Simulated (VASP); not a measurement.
Input of a VASP 6.6.1 run:

File INCAR:

```
SYSTEM = Ru
PREC = Accurate ; ENCUT = 520
EDIFF = 1E-6 ; ISMEAR = 0
SIGMA = 0.15 ; LREAL = .False.
LASPH = .True. ; NELM = 100
ALGO = Fast ; ISIF = 2
LWAVE = .False. ; LCHARG = .False.
GGA = PS ; NBANDS = 21
```

KPOINTS

```
regular mesh
0
Gamma
  24 24 12
  0 0 0
```

File POSCAR:

```
Ru
1.0
    2.7463863242      0.0000000000      0.0000000000
   -1.3731931621      2.3784403254      0.0000000000
    0.0000000000      0.0000000000      4.2176715000
Ru
2
Direct
    0.3333333333      0.6666666667      0.2500000000
    0.6666666667      0.3333333333      0.7500000000
```

Potentials or basis: VASP PAW PBE potentials, release 64 (Ru_pv).

Launch:

```bash
$ cat potpaw_PBE.64/Ru_pv/POTCAR > POTCAR
$ mpirun -np 1 vasp_std > vasp.out
```

Estimate the band gap on the k mesh.

zero (band 14 reaches 13.88 eV, above the bottom of band 15 at 10.73 eV).

Predict the pressure.

-10.2 GPa.

Stress tensor (GPa, compression positive):
```
-13.83   0.00   0.00
  0.00 -13.83   0.00
  0.00   0.00  -2.86
```

Caveat: the cell differs from its parent crystal (strain +0.015 along x and y, -0.015 along z); the PAW data sets were made with another functional, which shifts forces and pressure a little.
